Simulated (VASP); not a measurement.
# Li in VASP: notebook

Li is run at these levels: LDA; tasks: single point.

Everything below comes from runs of VASP 6.6.1. Logs are shortened: lines on timing, memory, paths and dates and some standing lists are left out, and cuts for length are marked.

## Step 1: The cell of the first run

The cell holds a slab with vacuum, 17 atoms: a = 6.980 Å, b = 6.045 Å, c = 20.403 Å, α = 90.00°, β = 90.00°, γ = 54.74°.

## Step 2: Single point, LDA

Contents of INCAR:

```
SYSTEM = Li
PREC     = Accurate       ! precision mode
ENCUT    = 520            ! plane-wave cutoff, eV
EDIFF    = 1E-7           ! SCF threshold, eV
ISMEAR   = 0              ! smearing method
SIGMA    = 0.05           ! smearing width, eV
LREAL    = Auto         
LASPH    = .TRUE.         ! aspherical terms in the spheres
NELM     = 100            ! most SCF steps
ALGO     = Normal         ! electronic algorithm
ISIF     = 2              ! what is computed and relaxed
LWAVE    = .FALSE.        ! write WAVECAR
LCHARG   = .TRUE.         ! write CHGCAR
LELF     = .TRUE.         ! ELF
LVHAR    = .TRUE.       
NBANDS   = 40             ! bands
```

Contents of KPOINTS:

```
regular mesh
0
G
  4 4 1
  0 0 0
```

Contents of POSCAR:

```
Li
1.0
    6.9800000000      0.0000000000      0.0000000000
    3.4900000000      4.9356050000      0.0000000000
    0.0000000000      0.0000000000     20.4034080000
Li
17
Direct
   -0.2500000507      0.5000001013      0.0490114201
    0.2499999493      0.5000001013      0.0490114201
   -0.2500000000      1.0000000000      0.0490114201
    0.2500000000      1.0000000000      0.0490114201
    0.0138900622     -0.0250319870      0.1513908853
    0.5051916141     -0.0209161795      0.1611847393
    0.0055951398      0.4785547061      0.1580006144
    0.5112801917      0.4756906195      0.1567997856
   -0.2523596961      0.4853956101      0.2684016807
    0.2610298916      0.4749178672      0.2666555999
   -0.2143182959      0.9759099442      0.2605655389
    0.2304062941      0.9792985865      0.2657966257
   -0.0180200997      0.0150869042      0.3829601408
    0.5105186856     -0.0014233311      0.3531510520
   -0.0039627634      0.5003260998      0.3808295163
    0.4781896712      0.5151510301      0.3847273946
    0.3501579659      0.0255184521      0.4738270195
```

Potentials or basis: VASP PAW LDA potentials, release 64 (Li_sv).

On the command line:

```sh
cat potpaw_LDA.64/Li_sv/POTCAR > POTCAR
mpirun -np 1 vasp_std > vasp.out
```

OUTCAR:

```text
SYSTEM = Li
   PREC = Accurate
   ENCUT = 520
   EDIFF = 1E-7
   ISMEAR = 0
   LREAL = Auto
   LASPH = .TRUE.
   NELM = 100
   ISIF = 2

 ion  position               nearest neighbor table
   1  0.750  0.500  0.049-
   2  0.250  0.500  0.049-
   3  0.750  0.000  0.049-
   4  0.250  0.000  0.049-
   5  0.014  0.975  0.151-
   6  0.505  0.979  0.161-
[... 9 lines left out ...]
  16  0.478  0.515  0.385-
  17  0.350  0.026  0.474-

  LATTYP: Found a base centered orthorhombic cell.
 ALAT       =     6.9800000000
 B/A-ratio  =     1.4142134670
 C/A-ratio  =     2.9231243553

  Lattice vectors:

 A1 = (   3.4900000000,  -4.9356050000,   0.0000000000)
 A2 = (   3.4900000000,   4.9356050000,   0.0000000000)
 A3 = (   0.0000000000,   0.0000000000,  20.4034080000)

Analysis of symmetry for initial positions (statically):
=====================================================================
 Subroutine PRICEL returns:
 Original cell was already a primitive cell.

 Routine SETGRP: Setting up the symmetry group for a
 base centered orthorhombic supercell.

 Subroutine GETGRP returns: Found  1 space group operations
 (whereof  1 operations were pure point group operations)
 out of a pool of  8 trial point group operations.

The static configuration has the point symmetry C_1 .

Analysis of symmetry for dynamics (positions and initial velocities):
=====================================================================
 Subroutine PRICEL returns:
 Original cell was already a primitive cell.

 Routine SETGRP: Setting up the symmetry group for a
 base centered orthorhombic supercell.

 Subroutine GETGRP returns: Found  1 space group operations
 (whereof  1 operations were pure point group operations)
 out of a pool of  8 trial point group operations.

The dynamic configuration has the point symmetry C_1 .

 Subroutine INISYM returns: Found  1 space group operations
 (whereof  1 operations are pure point group operations),
 and found     1 'primitive' translations

----------------------------------------------------------------------------------------

                                     Primitive cell

  volume of cell :     702.9081

  direct lattice vectors                    reciprocal lattice vectors
     6.980000000  0.000000000  0.000000000     0.143266476 -0.101304703  0.000000000
     3.490000000  4.935605000  0.000000000     0.000000000  0.202609407  0.000000000
     0.000000000  0.000000000 20.403408000     0.000000000  0.000000000  0.049011420

  length of vectors
     6.980000000  6.044857047 20.403408000     0.175464885  0.202609407  0.049011420

  position of ions in fractional coordinates (direct lattice)
     0.749999949  0.500000101  0.049011420
     0.249999949  0.500000101  0.049011420
     0.750000000  0.000000000  0.049011420
     0.250000000  0.000000000  0.049011420
     0.013890062  0.974968013  0.151390885
     0.505191614  0.979083821  0.161184739
[... 9 lines left out ...]
     0.478189671  0.515151030  0.384727395
     0.350157966  0.025518452  0.473827019

  ion indices of the primitive-cell ions
   primitive index   ion index
                 1           1
                 2           2
                 3           3
                 4           4
                 5           5
                 6           6
[... 9 lines left out ...]
                16          16
                17          17

----------------------------------------------------------------------------------------

 KPOINTS: regular mesh

Automatic generation of k-mesh.
 Grid dimensions read from file:
 generate k-points for:    4    4    1

 Generating k-lattice:

  Cartesian coordinates                     Fractional coordinates (reciprocal lattice)
     0.035816619 -0.025326176  0.000000000     0.250000000  0.000000000  0.000000000
     0.000000000  0.050652352  0.000000000     0.000000000  0.250000000  0.000000000
     0.000000000  0.000000000  0.049011420     0.000000000  0.000000000  1.000000000

  Length of vectors
     0.043866221  0.050652352  0.049011420

  Shift w.r.t. Gamma in fractional coordinates (k-lattice)
     0.000000000  0.000000000  0.000000000

 Subroutine IBZKPT returns following result:
 ===========================================

 Found     10 irreducible k-points:

 Following reciprocal coordinates:
            Coordinates               Weight
  0.000000  0.000000  0.000000      1.000000
  0.250000 -0.000000  0.000000      2.000000
  0.250000  0.250000  0.000000      2.000000
  0.500000 -0.000000  0.000000      1.000000
  0.500000  0.500000  0.000000      1.000000
  0.000000  0.250000  0.000000      2.000000
  0.500000  0.250000  0.000000      2.000000
 -0.250000  0.250000  0.000000      2.000000
 -0.250000  0.500000  0.000000      2.000000
  0.000000  0.500000  0.000000      1.000000
   k-points           NKPTS =     10   k-points in BZ     NKDIM =     10   number of bands    NBANDS=     40
   number of dos      NEDOS =    301   number of ions     NIONS =     17
   total plane-waves  NPLWV = 414720
   dimension x,y,z NGX =    54 NGY =   48 NGZ =  160
   dimension x,y,z NGXF=   108 NGYF=   96 NGZF=  320
   ions per type =              17
   NGX,Y,Z   is equivalent  to a cutoff of  12.86, 13.20, 13.04 a.u.
   NGXF,Y,Z  is equivalent  to a cutoff of  25.72, 26.40, 26.07 a.u.
 SYSTEM =  Li
   PREC   = accura    normal or accurate (medium, high low for compatibility)
   ISTART =      0    job   : 0-new  1-cont  2-samecut
   ICHARG =      2    charge: 1-file 2-atom 10-const
   ISPIN  =      1    spin polarized calculation?
   LNONCOLLINEAR =      F non collinear calculations
   LSORBIT =      F    spin-orbit coupling
   LASPH  =      T    aspherical Exc in radial PAW
   ENCUT  =  520.0 eV  38.22 Ry    6.18 a.u.  12.98 11.24 37.94*2*pi/ulx,y,z
   NELM   =    100;   NELMIN=  2; NELMDL= -5     # of ELM steps
   EDIFF  = 0.1E-06   stopping-criterion for ELM
   LREAL  =      T    real-space projection
   EDIFFG = 0.1E-05   stopping-criterion for IOM
   NSW    =      0    number of steps for IOM
   IBRION =     -1    ionic relax: 0-MD 1-quasi-New 2-CG
   NFREE  =      0    steps in history (QN), initial steepest desc. (CG)
   ISIF   =      2    stress and relaxation
   ISYM   =      2    0-nonsym 1-usesym 2-fastsym
   POTIM  = 0.5000    time-step for ionic-motion
   TEBEG  =    0.0;   TEEND  =   0.0 temperature during run
   PSTRESS=    0.0 pullay stress
   NELECT =      51.0000    total number of electrons
   NUPDOWN=      -1.0000    fix difference up-down
   EMIN   =  10.00;   EMAX   =-10.00  energy-range for DOS
   EFERMI =   0.00;   METHOD = LEGACY
   ISMEAR =     0;   SIGMA  =   0.05  broadening in eV -4-tet -1-fermi 0-gaus
   EFERMI_NEDOS =   21; number of points for ismear=-14 and -15
   IALGO  =     38    algorithm
   IMIX   =      4    mixing-type and parameters
     AMIX     =   0.40;   BMIX     =  1.00
     AMIX_MAG =   1.60;   BMIX_MAG =  1.00
  volume/ion in A,a.u.               =      41.35       279.03
  Fermi-wavevector in a.u.,A,eV,Ry     =   0.682808  1.290320  6.343403  0.466227
  Thomas-Fermi vector in A             =   1.761989
   LORBIT       =      0    0 simple, 1 ext, 2 COOP (PROOUT), +10 PAW based schemes
   GGA     = CA    functional components
   LHFCALC =     F    Hartree Fock is set to
   AEXX    =    0.0000 exact exchange contribution
   IVDW    =     0    specifies the selected vdW correction
   LEPSILON=     F    determine dielectric tensor
   LRPA    =     F    only Hartree local field effects (RPA)
 non-spin polarized calculation
 Gauss-broadening in eV      SIGMA  =   0.05
  energy-cutoff  :      520.00
  volume of cell :      702.91
 maximum number of plane-waves:     18950
 NGX is ok and might be reduce to    54
   NGX = 25   NGY = 23   NGZ = 75

 number of electron      50.9999990 magnetization

 Free energy of the ion-electron system (eV)
  ---------------------------------------------------
  ext. energy  EPLUGINS =         0.00000000
  ---------------------------------------------------
  free energy    TOTEN  =       -32.06998578 eV

  energy without entropy =      -32.05703675  energy(sigma->0) =      -32.06351126

 E-fermi :  -1.0784     XC(G=0):  -4.3218

 val. band max:       -1.0833214265   @ k =   0.5000   0.2500   0.0000
 cond. band min:      -1.0562166387   @ k =   0.2500  -0.0000   0.0000
 fundamental gap:      0.0271047878
 Fermi energy:        -1.0784209276

 k-point     1 :       0.0000    0.0000    0.0000
  band No.  band energies     occupation
      1     -48.4063      2.00000
      2     -47.1855      2.00000
      3     -47.1770      2.00000
      4     -47.1757      2.00000
      5     -47.1701      2.00000
      6     -47.1446      2.00000
[... 29 lines left out ...]
     36       1.6667      0.00000
     37       1.6811      0.00000

 k-point     2 :       0.2500   -0.0000    0.0000
  band No.  band energies     occupation
      1     -48.4063      2.00000
      2     -47.1842      2.00000
      3     -47.1779      2.00000
      4     -47.1752      2.00000
      5     -47.1710      2.00000
      6     -47.1444      2.00000
[... 29 lines left out ...]
     36       1.5037      0.00000
     37       1.8965      0.00000

 k-point     3 :       0.2500    0.2500    0.0000
  band No.  band energies     occupation
      1     -48.4063      2.00000
      2     -47.1842      2.00000
      3     -47.1777      2.00000
      4     -47.1754      2.00000
      5     -47.1710      2.00000
      6     -47.1445      2.00000
[... 29 lines left out ...]
     36       1.4121      0.00000
     37       1.9012      0.00000

 k-point     4 :       0.5000   -0.0000    0.0000
  band No.  band energies     occupation
      1     -48.4063      2.00000
      2     -47.1812      2.00000
      3     -47.1809      2.00000
      4     -47.1733      2.00000
      5     -47.1730      2.00000
      6     -47.1442      2.00000
[... 29 lines left out ...]
     36       1.1891      0.00000
     37       1.5685      0.00000

 k-point     5 :       0.5000    0.5000    0.0000
  band No.  band energies     occupation
      1     -48.4063      2.00000
      2     -47.1818      2.00000
      3     -47.1801      2.00000
      4     -47.1741      2.00000
      5     -47.1724      2.00000
      6     -47.1445      2.00000
[... 29 lines left out ...]
     36       1.2003      0.00000
     37       1.4727      0.00000

 k-point     6 :       0.0000    0.2500    0.0000
  band No.  band energies     occupation
      1     -48.4063      2.00000
      2     -47.1833      2.00000
      3     -47.1770      2.00000
      4     -47.1757      2.00000
      5     -47.1723      2.00000
      6     -47.1443      2.00000
[... 29 lines left out ...]
     36       1.1550      0.00000
     37       1.7805      0.00000

 k-point     7 :       0.5000    0.2500    0.0000
  band No.  band energies     occupation
      1     -48.4063      2.00000
      2     -47.1826      2.00000
      3     -47.1777      2.00000
      4     -47.1765      2.00000
      5     -47.1716      2.00000
      6     -47.1443      2.00000
[... 29 lines left out ...]
     36       1.2036      0.00000
     37       1.4300      0.00000

 k-point     8 :      -0.2500    0.2500    0.0000
  band No.  band energies     occupation
      1     -48.4063      2.00000
      2     -47.1805      2.00000
      3     -47.1794      2.00000
      4     -47.1747      2.00000
      5     -47.1737      2.00000
      6     -47.1441      2.00000
[... 29 lines left out ...]
     36       1.2477      0.00000
     37       1.5955      0.00000

 k-point     9 :      -0.2500    0.5000    0.0000
  band No.  band energies     occupation
      1     -48.4063      2.00000
      2     -47.1808      2.00000
      3     -47.1789      2.00000
      4     -47.1753      2.00000
      5     -47.1734      2.00000
      6     -47.1443      2.00000
[... 29 lines left out ...]
     36       1.2440      0.00000
     37       1.5548      0.00000

 k-point    10 :       0.0000    0.5000    0.0000
  band No.  band energies     occupation
      1     -48.4063      2.00000
      2     -47.1789      2.00000
      3     -47.1776      2.00000
      4     -47.1766      2.00000
      5     -47.1753      2.00000
      6     -47.1440      2.00000
[... 29 lines left out ...]
     36       1.3836      0.00000
     37       1.8678      0.00000
 [bands above 37 left out]

------------------------ aborting loop because EDIFF is reached ----------------------------------------

  FORCE on cell =-STRESS in cart. coord.  units (eV):
  Direction    XX          YY          ZZ          XY          YZ          ZX
  --------------------------------------------------------------------------------------
  -------------------------------------------------------------------------------------
  Total       -2.5645269     -1.5130646     -0.0656130     -0.0957167      0.0114589      0.1554216
  in kB       -5.8454683     -3.4488120     -0.1495553     -0.2181725      0.0261190      0.3542610
  external PRESSURE =      -3.1479452 kB  Pullay stress =       0.0000000 kB

 VOLUME and BASIS-vectors are now :
 -----------------------------------------------------------------------------
  energy-cutoff  :      520.00
  volume of cell :      702.91
      direct lattice vectors                 reciprocal lattice vectors
     6.980000000  0.000000000  0.000000000     0.143266476 -0.101304703  0.000000000
     3.490000000  4.935605000  0.000000000     0.000000000  0.202609407  0.000000000
     0.000000000  0.000000000 20.403408000     0.000000000  0.000000000  0.049011420

 POSITION                                       TOTAL-FORCE (eV/Angst)
 -----------------------------------------------------------------------------------
      6.98000      2.46780      1.00000        -0.004296     -0.002735      0.007410
      3.49000      2.46780      1.00000        -0.011785      0.007867      0.011969
      5.23500      0.00000      1.00000        -0.037608      0.002148      0.010557
      1.74500      0.00000      1.00000         0.035986     -0.000977     -0.047324
      3.49959      4.81206      3.08889         0.000887     -0.003495      0.000109
      6.94324      4.83237      3.28872        -0.003477     -0.001101     -0.003820
[... 9 lines left out ...]
      5.13564      2.54258      7.84975         0.002489      0.000852      0.003999
      2.53316      0.12595      9.66769         0.025272     -0.006427      0.008462
 -----------------------------------------------------------------------------------
    total drift:                                0.001595     -0.001871      0.000681

  FREE ENERGIE OF THE ION-ELECTRON SYSTEM (eV)
  ---------------------------------------------------
  free  energy   TOTEN  =       -32.0699857769 eV

  energy  without entropy=      -32.0570367456  energy(sigma->0) =      -32.06351126
```

It took 7.4 min on 1 thread of AMD EPYC 9R45 (Zen 5), shared host; peak memory 0.6 GiB.

Results:

| Item | Value |
| --- | --- |
| Free energy | -32.0700 eV |
| Largest force | 0.059 eV/Å |
| Band gap on the k mesh | zero (an odd number of electrons rules out a gap without spin polarisation) |

Forces in eV/Å, atoms in the order of the input:
```
Li  -0.004 -0.003  0.007
Li  -0.012  0.008  0.012
Li  -0.038  0.002  0.011
Li   0.036 -0.001 -0.047
Li   0.001 -0.003  0.000
Li  -0.003 -0.001 -0.004
Li   0.002  0.006 -0.011
Li  -0.002 -0.013 -0.013
Li  -0.003 -0.009  0.005
Li  -0.006  0.008  0.004
Li   0.013 -0.006  0.004
Li   0.000  0.009  0.001
Li  -0.013  0.002  0.007
Li  -0.006  0.002  0.008
Li   0.009  0.005  0.003
Li   0.002  0.001  0.004
Li   0.025 -0.006  0.008
```

Caveat: the cutoff is under 1.25 times the usual one of these potentials, so pressure, stress and relaxed cells hold a basis-set (Pulay) error; there is no dipole correction, which matters where the two faces differ.

(Continued in part 2 of 2.)

The gap in the log of VASP goes by the Fermi energy; the results here count the filled bands.